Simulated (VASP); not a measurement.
Wanted: the native input for a VASP 6.6.1 run.

```
Task                   : single point
Functional             : PBE
Potentials or basis    : VASP PAW PBE potentials, release 64 (Rb_sv, In_d, Ga_d, C_h, N_h)
Cutoff                 : 910 eV
k mesh                 : 4 × 4 × 4
Occupations            : gaussian, width 0.1 eV
Spin                   : no spin polarisation
Dipole correction      : no
Further INCAR settings : LREAL = Auto; ALGO = Normal; EDIFF = 1e-06; NBANDS = 63
```

The structure of Rb2InGaC6N6 lies in POSCAR:

```
Rb2InGaC6N6
1.0
    0.0000000000      5.1635000000      5.1635000000
    5.1635000000      0.0000000000      5.1635000000
    5.1635000000      5.1635000000      0.0000000000
Rb In Ga C N
2 1 1 6 6
Direct
    0.2500000000      0.2500000000      0.2500000000
    0.7500000000      0.7500000000      0.7500000000
    0.5000000000      0.5000000000      0.5000000000
    0.0000000000      0.0000000000      0.0000000000
    0.8164036000      0.1835964000      0.1835964000
    0.1835964000      0.8164036000      0.1835964000
    0.1835964000      0.1835964000      0.8164036000
    0.1835964000      0.8164036000      0.8164036000
    0.8164036000      0.1835964000      0.8164036000
    0.8164036000      0.8164036000      0.1835964000
    0.7031083600      0.2968916400      0.2968916400
    0.2968916400      0.7031083600      0.2968916400
    0.2968916400      0.2968916400      0.7031083600
    0.2968916400      0.7031083600      0.7031083600
    0.7031083600      0.2968916400      0.7031083600
    0.7031083600      0.7031083600      0.2968916400
```

One way to write it, as run:

INCAR

```
SYSTEM = Rb2InGaC6N6
PREC = Accurate
ENCUT = 910
EDIFF = 1E-6
ISMEAR = 0
SIGMA = 0.1
LREAL = Auto
LASPH = .True.
NELM = 120
ALGO = Normal
ISIF = 2
LWAVE = .False.
LCHARG = .False.
GGA = PE
NBANDS = 63
GGA_COMPAT = .False.
```

KPOINTS

```
regular mesh
0
Gamma
  4 4 4
  0 0 0
```

Potentials or basis: VASP PAW PBE potentials, release 64 (Rb_sv, In_d, Ga_d, C_h, N_h).

The run is started by

```console
$ cat potpaw_PBE.64/Rb_sv/POTCAR potpaw_PBE.64/In_d/POTCAR potpaw_PBE.64/Ga_d/POTCAR potpaw_PBE.64/C_h/POTCAR potpaw_PBE.64/N_h/POTCAR > POTCAR
$ mpirun -np 1 vasp_std > vasp.out
```

It gave:

* Pressure: 15.7 GPa
* Largest force: 1.245 eV/Å
* Band gap on the k mesh: zero (bands 49 and 50 overlap by 0.42 eV)

Caveat: the cutoff is under 1.25 times the usual one of these potentials, so pressure, stress and relaxed cells hold a basis-set (Pulay) error; the cell stands under pressure; spin-orbit coupling is left out, which moves the levels of the heavy elements; forces of over 1 eV/Å act on the atoms, so gaps and moduli don't describe the material at rest.

Run time: 6.1 min on 1 thread of Intel(R) Xeon(R) 6975P-C (Granite Rapids), with other jobs on the host, peak memory 0.88 GiB.
